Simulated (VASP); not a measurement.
# HC18O in VASP: further runs

The runs below take HC18O through single point, with PBEsol.

Program: VASP 6.6.1. These are calculated values, not measurements. Logs are shortened: lines on timing, memory, paths and dates and some standing lists are left out, and cuts for length are marked.

## (1) The cell of the first run

The cell holds a slab with vacuum, 20 atoms: a = 7.398 Å, b = 7.398 Å, c = 11.000 Å, α = 90.00°, β = 90.00°, γ = 120.00°.

## (2) Single point, PBEsol, collinear spin, zero start

Contents of INCAR:

```
SYSTEM = HC18O
PREC = Accurate
ENCUT = 520
EDIFF = 1E-6
ISMEAR = 0
SIGMA = 0.02
LREAL = Auto
LASPH = .TRUE.
NELM = 150
ALGO = Normal
ISIF = 2
LWAVE = .FALSE.
LCHARG = .TRUE.
ISPIN = 2
MAGMOM = 0 0 0 0 0 0 0 0 0 0 0 0 0 0 0 0 0 0 0 0
LORBIT = 11
GGA = PS
LELF = .TRUE.
LVHAR = .TRUE.
NBANDS = 60
```

Contents of KPOINTS:

```
regular mesh
0
G
  2 2 1
  0 0 0
```

Contents of POSCAR:

```
HC18O
1.0
    7.3980000000      0.0000000000      0.0000000000
   -3.6990000000      6.4068560000      0.0000000000
    0.0000000000      0.0000000000     11.0000000000
C O H
18 1 1
Direct
   -0.0034299034     -0.0008019534      0.0788130909
    0.2187682753      0.1106271157      0.0782448182
   -0.0026959527      0.3325729500      0.0825336364
    0.2175086468      0.4413041280      0.0897338182
   -0.0029721767      0.6663962792      0.0808771818
    0.2175592522      0.7788370770      0.0858255455
    0.3298162884     -0.0009213567      0.0810649091
    0.5526036673      0.1110624306      0.0847055455
    0.3295239063      0.3331551388      0.0835565455
    0.5524485523      0.4433410084      0.0858830000
    0.3275429146      0.6663229203      0.1263345455
    0.5543279855      0.7782934407      0.0933347273
    0.6627516355     -0.0017765344      0.0848482727
    0.8854322232      0.1099952925      0.0796780909
    0.6632656149      0.3326096294      0.0846157273
    0.8848588385      0.4432245707      0.0839886364
    0.6624577017      0.6664139166      0.0855207273
    0.8851488341      0.7772898283      0.0791990000
    0.3210216247      0.6698491429      0.2606299091
    0.1854054933      0.6557590806      0.2797033636
```

Potentials or basis: VASP PAW PBE potentials, release 64 (C, O, H).

Launch:

```bash
$ cat potpaw_PBE.64/C/POTCAR potpaw_PBE.64/O/POTCAR potpaw_PBE.64/H/POTCAR > POTCAR
$ mpirun -np 1 vasp_std > vasp.out
```

OUTCAR:

```text
SYSTEM = HC18O
   PREC = Accurate
   ENCUT = 520
   EDIFF = 1E-6
   ISMEAR = 0
   LREAL = Auto
   LASPH = .TRUE.
   NELM = 150
   ISIF = 2
   ISPIN = 2
   LORBIT = 11
   GGA = PS

 ion  position               nearest neighbor table
   1  0.997  0.999  0.079-  18 1.42  14 1.42   2 1.42
   2  0.219  0.111  0.078-   1 1.42   7 1.43   9 1.43
   3  0.997  0.333  0.083-   4 1.41  14 1.43  16 1.43
   4  0.218  0.441  0.090-   9 1.41   3 1.41  11 1.50
   5  0.997  0.666  0.081-   6 1.41  18 1.43  16 1.43
   6  0.218  0.779  0.086-   7 1.41   5 1.41  11 1.49
   7  0.330  0.999  0.081-   6 1.41   2 1.43   8 1.43
   8  0.553  0.111  0.085-  15 1.42   7 1.43  13 1.43
   9  0.330  0.333  0.084-   4 1.41   2 1.43  10 1.43
  10  0.552  0.443  0.086-  15 1.42   9 1.43  17 1.43
  11  0.328  0.666  0.126-  19 1.48   6 1.49   4 1.50  12 1.50
  12  0.554  0.778  0.093-  13 1.41  17 1.41  11 1.50
  13  0.663  0.998  0.085-  12 1.41  14 1.43   8 1.43
  14  0.885  0.110  0.080-   1 1.42   3 1.43  13 1.43
  15  0.663  0.333  0.085-   8 1.42  10 1.42  16 1.42
  16  0.885  0.443  0.084-  15 1.42   3 1.43   5 1.43
  17  0.662  0.666  0.086-  12 1.41  18 1.43  10 1.43
  18  0.885  0.777  0.079-   1 1.42   5 1.43  17 1.43
  19  0.321  0.670  0.261-  20 0.98  11 1.48
  20  0.185  0.656  0.280-  19 0.98

  LATTYP: Found a hexagonal cell.
 ALAT       =     7.3980000000
 C/A-ratio  =     1.4868883482

  Lattice vectors:

 A1 = (   7.3980000000,   0.0000000000,   0.0000000000)
 A2 = (  -3.6990000000,   6.4068560000,   0.0000000000)
 A3 = (   0.0000000000,   0.0000000000,  11.0000000000)

Analysis of symmetry for initial positions (statically):
=====================================================================
 Subroutine PRICEL returns:
 Original cell was already a primitive cell.

 Routine SETGRP: Setting up the symmetry group for a
 hexagonal supercell.

 Subroutine GETGRP returns: Found  1 space group operations
 (whereof  1 operations were pure point group operations)
 out of a pool of 24 trial point group operations.

The static configuration has the point symmetry C_1 .

Analysis of symmetry for dynamics (positions and initial velocities):
=====================================================================
 Subroutine PRICEL returns:
 Original cell was already a primitive cell.

 Routine SETGRP: Setting up the symmetry group for a
 hexagonal supercell.

 Subroutine GETGRP returns: Found  1 space group operations
 (whereof  1 operations were pure point group operations)
 out of a pool of 24 trial point group operations.

The dynamic configuration has the point symmetry C_1 .

Analysis of structural, dynamic, and magnetic symmetry:
=====================================================================
 Subroutine PRICEL returns:
 Original cell was already a primitive cell.

 Routine SETGRP: Setting up the symmetry group for a
 hexagonal supercell.

 Subroutine GETGRP returns: Found  1 space group operations
 (whereof  1 operations were pure point group operations)
 out of a pool of 24 trial point group operations.

The overall configuration has the point symmetry C_1 .

 Subroutine INISYM returns: Found  1 space group operations
 (whereof  1 operations are pure point group operations),
 and found     1 'primitive' translations

----------------------------------------------------------------------------------------

                                     Primitive cell

  volume of cell :     521.3771

  direct lattice vectors                    reciprocal lattice vectors
     7.398000000  0.000000000  0.000000000     0.135171668  0.078041398  0.000000000
    -3.699000000  6.406856000  0.000000000     0.000000000  0.156082796  0.000000000
     0.000000000  0.000000000 11.000000000     0.000000000  0.000000000  0.090909091

  length of vectors
     7.398000000  7.398000054 11.000000000     0.156082797  0.156082796  0.090909091

  position of ions in fractional coordinates (direct lattice)
     0.996570097  0.999198047  0.078813091
     0.218768275  0.110627116  0.078244818
[... 75 lines left out ...]
   number of dos      NEDOS =    301   number of ions     NIONS =     20
   total plane-waves  NPLWV = 263424
   dimension x,y,z NGX =    56 NGY =   56 NGZ =   84
   dimension x,y,z NGXF=   112 NGYF=  112 NGZF=  168
   ions per type =              18   1   1
   NGX,Y,Z   is equivalent  to a cutoff of  12.58, 12.58, 12.70 a.u.
   NGXF,Y,Z  is equivalent  to a cutoff of  25.17, 25.17, 25.39 a.u.
 SYSTEM =  HC18O
   PREC   = accura    normal or accurate (medium, high low for compatibility)
   ISTART =      0    job   : 0-new  1-cont  2-samecut
   ICHARG =      2    charge: 1-file 2-atom 10-const
   ISPIN  =      2    spin polarized calculation?
   LNONCOLLINEAR =      F non collinear calculations
   LSORBIT =      F    spin-orbit coupling
   LASPH  =      T    aspherical Exc in radial PAW
   ENCUT  =  520.0 eV  38.22 Ry    6.18 a.u.  13.76 13.76 20.45*2*pi/ulx,y,z
   NELM   =    150;   NELMIN=  2; NELMDL= -5     # of ELM steps
   EDIFF  = 0.1E-05   stopping-criterion for ELM
   LREAL  =      T    real-space projection
   EDIFFG = 0.1E-04   stopping-criterion for IOM
   NSW    =      0    number of steps for IOM
   IBRION =     -1    ionic relax: 0-MD 1-quasi-New 2-CG
   NFREE  =      0    steps in history (QN), initial steepest desc. (CG)
   ISIF   =      2    stress and relaxation
   ISYM   =      2    0-nonsym 1-usesym 2-fastsym
   POTIM  = 0.5000    time-step for ionic-motion
   TEBEG  =    0.0;   TEEND  =   0.0 temperature during run
   PSTRESS=    0.0 pullay stress
   NELECT =      79.0000    total number of electrons
   NUPDOWN=      -1.0000    fix difference up-down
   EMIN   =  10.00;   EMAX   =-10.00  energy-range for DOS
   EFERMI =   0.00;   METHOD = LEGACY
   ISMEAR =     0;   SIGMA  =   0.02  broadening in eV -4-tet -1-fermi 0-gaus
   EFERMI_NEDOS =   21; number of points for ismear=-14 and -15
   IALGO  =     38    algorithm
   IMIX   =      4    mixing-type and parameters
     AMIX     =   0.40;   BMIX     =  1.00
     AMIX_MAG =   1.60;   BMIX_MAG =  1.00
  volume/ion in A,a.u.               =      26.07       175.92
  Fermi-wavevector in a.u.,A,eV,Ry     =   0.872770  1.649296 10.363934  0.761728
  Thomas-Fermi vector in A             =   1.992066
   LORBIT       =     11    0 simple, 1 ext, 2 COOP (PROOUT), +10 PAW based schemes
   GGA     = PS    functional components
   LHFCALC =     F    Hartree Fock is set to
   AEXX    =    0.0000 exact exchange contribution
   IVDW    =     0    specifies the selected vdW correction
   LEPSILON=     F    determine dielectric tensor
   LRPA    =     F    only Hartree local field effects (RPA)
 spin polarized calculation
 Gauss-broadening in eV      SIGMA  =   0.02
  energy-cutoff  :      520.00
  volume of cell :      521.38
 maximum number of plane-waves:     14099
 NGX is ok and might be reduce to    56
   NGX = 27   NGY = 27   NGZ = 41

 number of electron      78.9999996 magnetization      -0.0000000

 number of electron      78.9999996 magnetization       0.0000000

 Free energy of the ion-electron system (eV)
  ---------------------------------------------------
  ext. energy  EPLUGINS =         0.00000000
  ---------------------------------------------------
  free energy    TOTEN  =      -182.20427463 eV

  energy without entropy =     -182.20427463  energy(sigma->0) =     -182.20427463

 E-fermi :  -1.9269     XC(G=0):  -4.1973

 val. band max:       -2.0380486706   @ k =   0.5000   0.5000   0.0000
 cond. band min:      -1.6491515920   @ k =   0.0000   0.0000   0.0000
 fundamental gap:      0.3888970785
 Fermi energy:        -1.9269197856

 spin component 1

 k-point     1 :       0.0000    0.0000    0.0000
  band No.  band energies     occupation
      1     -22.8809      1.00000
      2     -20.8961      1.00000
      3     -18.5776      1.00000
      4     -18.5555      1.00000
      5     -18.5409      1.00000
      6     -18.4677      1.00000
[... 205 lines left out ...]
     50       4.4225      0.00000
     51       4.5642      0.00000
 Fermi energy:        -1.9269197856

 spin component 2

 k-point     1 :       0.0000    0.0000    0.0000
  band No.  band energies     occupation
      1     -22.8809      1.00000
      2     -20.8961      1.00000
      3     -18.5776      1.00000
      4     -18.5555      1.00000
      5     -18.5409      1.00000
      6     -18.4677      1.00000
[... 205 lines left out ...]
     50       4.4225      0.00000
     51       4.5642      0.00000
 [bands above 51 left out]

------------------------ aborting loop because EDIFF is reached ----------------------------------------

  FORCE on cell =-STRESS in cart. coord.  units (eV):
  Direction    XX          YY          ZZ          XY          YZ          ZX
  --------------------------------------------------------------------------------------
  -------------------------------------------------------------------------------------
  Total       -2.8396252     -2.4895987      0.4804899     -0.1246806     -0.0426063      0.4725082
  in kB       -8.7260889     -7.6504671      1.4765321     -0.3831401     -0.1309281      1.4520046
  external PRESSURE =      -4.9666746 kB  Pullay stress =       0.0000000 kB

 VOLUME and BASIS-vectors are now :
 -----------------------------------------------------------------------------
  energy-cutoff  :      520.00
  volume of cell :      521.38
      direct lattice vectors                 reciprocal lattice vectors
     7.398000000  0.000000000  0.000000000     0.135171668  0.078041398  0.000000000
    -3.699000000  6.406856000  0.000000000     0.000000000  0.156082796  0.000000000
     0.000000000  0.000000000 11.000000000     0.000000000  0.000000000  0.090909091

 POSITION                                       TOTAL-FORCE (eV/Angst)
 -----------------------------------------------------------------------------------
      3.67659      6.40172      0.86694        -0.013408      0.004207     -0.023855
      1.20924      0.70877      0.86069        -0.013837     -0.001638     -0.016679
      6.14787      2.13075      0.90787        -0.021564      0.008442     -0.013894
     -0.02326      2.82737      0.98707        -0.011018      0.014704     -0.010180
      4.91101      4.26950      0.88965        -0.006601     -0.007008     -0.018704
     -1.27142      4.98990      0.94408        -0.000808     -0.003432      0.018404
[... 12 lines left out ...]
     -0.10285      4.29163      2.86693         0.228075      0.019042      0.116471
     -1.05402      4.20135      3.07674         0.008414     -0.034461      0.201326
 -----------------------------------------------------------------------------------
    total drift:                               -0.016377      0.007459     -0.003468

  FREE ENERGIE OF THE ION-ELECTRON SYSTEM (eV)
  ---------------------------------------------------
  free  energy   TOTEN  =      -182.2042746348 eV

  energy  without entropy=     -182.2042746348  energy(sigma->0) =     -182.20427463

 total charge

# of ion       s       p       d       tot
------------------------------------------
    1        0.858   1.789   0.000   2.647
    2        0.860   1.770   0.000   2.630
    3        0.860   1.775   0.000   2.635
    4        0.858   1.767   0.000   2.625
    5        0.859   1.775   0.000   2.634
    6        0.858   1.771   0.000   2.629
[... 12 lines left out ...]
   19        1.574   3.530   0.000   5.104
   20        0.617   0.118   0.000   0.735
--------------------------------------------------
tot         17.603  35.544   0.000  53.146

 magnetization (x)

# of ion       s       p       d       tot
------------------------------------------
    1       -0.000  -0.000   0.000  -0.000
    2        0.000  -0.000   0.000  -0.000
    3       -0.000   0.000   0.000  -0.000
    4       -0.000   0.000   0.000  -0.000
    5       -0.000  -0.000   0.000  -0.000
    6       -0.000  -0.000   0.000  -0.000
[... 12 lines left out ...]
   19       -0.000  -0.000   0.000  -0.000
   20        0.000  -0.000   0.000   0.000
--------------------------------------------------
tot         -0.000  -0.000   0.000  -0.000
```

It took 6.8 min on 1 thread of Intel Xeon 6975P-C (Granite Rapids), shared host; peak memory 0.82 GiB.

Results:

```yaml
Free_energy: -182.2043 eV
Largest_force: 0.257 eV/Å
Net_moment: 0.00 μB per cell
Valence_electrons_inside_the_program's_atomic_spheres: C 2.65, 2.63, 2.62, 2.64, 2.52 (each value once); O 5.10; H 0.73
```

Forces on the atoms (eV/Å):
```
C   -0.013  0.004 -0.024
C   -0.014 -0.002 -0.017
C   -0.022  0.008 -0.014
C   -0.011  0.015 -0.010
C   -0.007 -0.007 -0.019
C   -0.001 -0.003  0.018
C   -0.012  0.001  0.002
C   -0.022  0.001  0.002
C   -0.014  0.005 -0.010
C   -0.020  0.000 -0.013
C    0.017 -0.004 -0.100
C   -0.033 -0.009 -0.033
C   -0.015  0.001 -0.018
C   -0.013  0.001 -0.012
C   -0.021  0.002 -0.003
C   -0.011  0.004 -0.005
C   -0.010  0.001 -0.030
C   -0.015 -0.003 -0.033
O    0.228  0.019  0.116
H    0.008 -0.034  0.201
```

Caveat: the k points lie up to 0.49 Å⁻¹ apart; there is no dipole correction, which matters where the two faces differ; no moment was typed at the start, so none could form; the PAW data sets were made with another functional, which shifts forces and pressure a little.

## (3) Single point, PBEsol, collinear spin, zero start

Contents of INCAR:

```
ALGO = Normal
EDIFF = 1E-6
ENCUT = 520
GGA = PS
ISIF = 2
ISMEAR = 0
ISPIN = 2
LASPH = T
LCHARG = F
LORBIT = 11
LREAL = Auto
LWAVE = F
MAGMOM = 0 0 0 0 0 0 0 0 0 0 0 0 0 0 0 0 0 0 0 0
NBANDS = 60
NELM = 150
PREC = Accurate
SIGMA = 0.02
```

Contents of KPOINTS:

```
k-points
0
Gamma
  2 2 1
```

Contents of POSCAR:

```
HC18O
1.0
    7.3980000000      0.0000000000      0.0000000000
   -3.6990000000      6.4068560000      0.0000000000
    0.0000000000      0.0000000000     11.0000000000
C O H
18 1 1
Direct
    0.0010414463      0.0004794864      0.0833475455
    0.2232753936      0.1122598978      0.0798456364
    0.0014801585      0.3330176299      0.0830065455
    0.2216684629      0.4421936438      0.0900002727
    0.0003281154      0.6679925380      0.0836868182
    0.2217366380      0.7820945250      0.0784088182
    0.3348332067      0.0015266458      0.0774973636
    0.5575531532      0.1123090639      0.0831867273
    0.3341702706      0.3346711710      0.0854376364
    0.5571040223      0.4443997181      0.0887668182
    0.3263847942      0.6679931623      0.1239875455
    0.5570621283      0.7790928967      0.0992327273
    0.6668830158     -0.0010774395      0.0872315455
    0.8896981984      0.1107513576      0.0823933636
    0.6680246333      0.3337713537      0.0857396364
    0.8894962701      0.4441058141      0.0857388182
    0.6659365579      0.6674119100      0.0920617273
    0.8886666961      0.7785926514      0.0858177273
    0.2738876804      0.6727731980      0.2540844545
    0.1331029719      0.6627801530      0.2405282727
```

Potentials or basis: VASP PAW PBE potentials, release 64 (C, O, H).

Launch:

```bash
$ cat potpaw_PBE.64/C/POTCAR potpaw_PBE.64/O/POTCAR potpaw_PBE.64/H/POTCAR > POTCAR
$ mpirun -np 1 vasp_std > vasp.out
```

Wall time 6.1 min (1 thread of Intel Xeon 6975P-C (Granite Rapids), shared host); peak memory 0.8 GiB.

Results (log left out):

| Item | Value |
| --- | --- |
| Free energy | -181.6620 eV |
| Largest force | 1.789 eV/Å |
| Net moment | 0.00 μB per cell |
| Valence electrons inside the program's atomic spheres | C 2.65, 2.63, 2.64, 2.52, 2.62 (each value once); O 5.07; H 0.68 |

Forces in eV/Å, atoms in the order of the input:
```
C   -0.050  0.002 -0.074
C   -0.049  0.008 -0.064
C   -0.055  0.010 -0.023
C   -0.052  0.046 -0.025
C   -0.086  0.030 -0.744
C   -0.117 -0.034 -0.267
C   -0.069 -0.012 -0.025
C   -0.065  0.006  0.051
C   -0.058  0.027 -0.008
C   -0.058  0.021  0.005
C   -0.097  0.017 -0.133
C   -0.124 -0.021  0.111
C   -0.076  0.013  0.044
C   -0.050  0.008  0.015
C   -0.056  0.015  0.026
C   -0.064  0.052 -0.026
C   -0.077  0.002 -0.009
C   -0.029 -0.017 -0.194
O   -0.237 -0.189  0.320
H    1.469  0.017  1.021
```

Levels at points of the mesh, in eV from the Fermi level:
Spin up:
| k point | band 37 | band 38 | band 39 | band 40 | band 41 | band 42 | band 43 | band 44 |
| --- | --- | --- | --- | --- | --- | --- | --- | --- |
| (0.00, 0.00, 0.00) | -2.00 | -1.78 | 0.10 | 0.26 | 0.42 | 2.03 | 3.68 | 4.70 |
| (0.50, 0.00, 0.00) | -2.30 | -2.19 | -1.67 | -0.15 | 2.07 | 2.56 | 2.71 | 2.86 |
| (0.00, 0.50, 0.00) | -2.36 | -2.26 | -1.58 | -0.10 | 2.03 | 2.57 | 2.76 | 2.78 |
| (0.50, 0.50, 0.00) | -2.35 | -2.22 | -1.56 | -0.16 | 2.02 | 2.63 | 2.69 | 2.86 |
Spin down:
```tsv
k point	band 37	band 38	band 39	band 40	band 41	band 42	band 43	band 44
(0.00, 0.00, 0.00)	-2.00	-1.78	0.10	0.26	0.42	2.03	3.68	4.70
(0.50, 0.00, 0.00)	-2.30	-2.19	-1.67	-0.15	2.07	2.56	2.71	2.86
(0.00, 0.50, 0.00)	-2.36	-2.26	-1.58	-0.10	2.03	2.57	2.76	2.78
(0.50, 0.50, 0.00)	-2.35	-2.22	-1.56	-0.16	2.02	2.63	2.69	2.86
```

Caveat: the k points lie up to 0.49 Å⁻¹ apart; there is no dipole correction, which matters where the two faces differ; no moment was typed at the start, so none could form; the PAW data sets were made with another functional, which shifts forces and pressure a little.
